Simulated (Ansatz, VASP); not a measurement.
# BiTe in VASP and in Ansatz

INCAR

```
PREC     = Accurate       # precision mode
ENCUT    = 600            # plane-wave cutoff, eV
EDIFF    = 1E-7           # SCF threshold, eV
ISMEAR   = 1              # smearing method
SIGMA    = 0.01           # smearing width, eV
LREAL    = F              # projectors in reciprocal space
LASPH    = T              # aspherical terms in the spheres
NELM     = 150            # most SCF steps
ALGO     = Normal         # electronic algorithm
ISIF     = 3              # what is computed and relaxed
LWAVE    = F              # write WAVECAR
LCHARG   = F              # write CHGCAR
ISPIN    = 2              # spin polarisation
MAGMOM   = 4 -1           # initial moments
LORBIT   = 11             # projections on sites
IBRION   = 2              # ionic algorithm
NSW      = 100            # ionic steps
EDIFFG   = -0.005         # ionic threshold
```

Contents of KPOINTS:

```
Automatic mesh
0
Gamma
  9 9 9
```

Contents of POSCAR:

```
BiTe
1.0
    0.0000000000      3.1869031609      3.1869031609
    3.1869031609      0.0000000000      3.1869031609
    3.1869031609      3.1869031609      0.0000000000
Bi Te
1 1
Direct
    0.0000000000      0.0000000000      0.0000000000
    0.5000000000      0.5000000000      0.5000000000
```

Input for Ansatz:

```yaml
crystal:
  lattice:
    - [0.0, 3.1869031609, 3.1869031609]
    - [3.1869031609, 0.0, 3.1869031609]
    - [3.1869031609, 3.1869031609, 0.0]
  atoms:
    - { symbol: Bi, position: [0.0, 0.0, 0.0], spin: 4.0 }
    - { symbol: Te, position: [0.5, 0.5, 0.5], spin: -1.0 }
kpoints:
  mp_grid: { grid: [9, 9, 9] }
scf:
  occupations: { method: methfessel_paxton, width: 0.01 }
hamiltonian:
  xc: lda
  pseudopotentials: { kind: all_electron, lapw: { basis_error: 0.001 } }
output:
  forces: true
  stress: true
relax:
  f_tol: 0.005
  max_steps: 80
  cell: {}
magnetization:
  spin_polarized: true
```

Alike in both runs: task relaxation of cell and atoms; functional LDA; k mesh 9 × 9 × 9; occupations methfessel-paxton of order 1, width 0.01 eV; collinear spin.

|  | VASP | Ansatz |
| --- | --- | --- |
| version | VASP 6.6.1 | Ansatz 0.2.0 |
| potentials or method | VASP PAW LDA potentials, release 64 (Bi_d, Te), cutoff 600 eV | all-electron LAPW, scalar-relativistic |

```tsv
	VASP	Ansatz	Ansatz less VASP
net moment per atom (μB)	0.03	0.03	0.000
size of the moment on the site where the two differ most (μB)	0.03	0.03	+0.007
relaxed volume (Å³/atom)	32.07	32.02	-0.050
relaxed length of the cell vector where the two differ most in proportion (Å)	4.493	4.491	-0.0023
```

LDA's correlation is that of Perdew and Zunger in VASP and of Perdew and Wang (1992) in Ansatz. Site moments also hang on the region over which each program counts them. Ansatz ran all-electron here, and VASP with PAW potentials. Ansatz's warnings: seeded moment not kept.

Spin-orbit coupling is off throughout.
